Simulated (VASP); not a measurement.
Wanted: the native input for a VASP 6.6.1 run.

| Quantity | Value |
| --- | --- |
| Task | single point |
| Functional | r2SCAN |
| Potentials or basis | VASP PAW PBE potentials, release 64 (Cl) |
| Cutoff | 520 eV |
| k mesh | 8 × 8 × 4 |
| Occupations | gaussian, width 0.01 eV |
| Spin | no spin polarisation |
| Dipole correction | no |
| Further INCAR settings | ALGO = Normal; EDIFF = 1e-06; NBANDS = 22 |

The system is Cl.

```
CELL_PARAMETERS angstrom
3.09523 -1.98798 0.00000
3.09523 1.98798 0.00000
0.00000 0.00000 8.18566
ATOMIC_POSITIONS crystal
Cl 0.87651 0.12349 0.60752
Cl 0.12349 0.87651 0.39248
Cl 0.62349 0.37651 0.10752
Cl 0.37651 0.62349 0.89248
```

This cell differs from its parent crystal: epitaxial xy strain -1.0%.

The input as run:

POSCAR

```
Cl
1.0
    3.0952346997     -1.9879756119      0.0000000000
    3.0952346997      1.9879756119      0.0000000000
    0.0000000000      0.0000000000      8.1856635298
Cl
4
Direct
    0.8765148435      0.1234851565      0.6075180944
    0.1234851565      0.8765148435      0.3924819056
    0.6234851565      0.3765148435      0.1075180944
    0.3765148435      0.6234851565      0.8924819056
```

INCAR.step1

```
  PREC = Accurate
  ENCUT = 520
  ISMEAR = 0
  SIGMA = 0.01
  LREAL = False
  LASPH = True
  NELM = 100
  NBANDS = 22
  GGA = PE
  ALGO = Normal
  EDIFF = 1E-4
  LWAVE = True
  LCHARG = False
```

INCAR.step2

```
  PREC = Accurate
  ENCUT = 520
  EDIFF = 1E-6
  ISMEAR = 0
  SIGMA = 0.01
  LREAL = False
  LASPH = True
  NELM = 100
  ALGO = Normal
  ISIF = 2
  LWAVE = False
  LCHARG = False
  METAGGA = R2SCAN
  LMIXTAU = True
  NBANDS = 22
  ISTART = 1
```

KPOINTS

```
Automatic mesh
0
Gamma
  8 8 4
```

Potentials or basis: VASP PAW PBE potentials, release 64 (Cl).

Run with:

```bash
$ cat potpaw_PBE.64/Cl/POTCAR > POTCAR
$ cp INCAR.step1 INCAR
$ mpirun -np 1 vasp_std > vasp.out
$ cp INCAR.step2 INCAR
$ mpirun -np 1 vasp_std > vasp.out
```

Results of the run:

The pressure is 0.4 GPa. The largest force is 0.234 eV/Å and the band gap on the k mesh is 2.53 eV.

Caveat: the cell differs from its parent crystal (epitaxial xy strain -1.0%); the PAW data sets were made with another functional, which shifts forces and pressure a little.

Wall time 8.7 min on 1 thread of Oxide Virtual Turin-like Processor (shared host), peak memory 0.23 GiB.
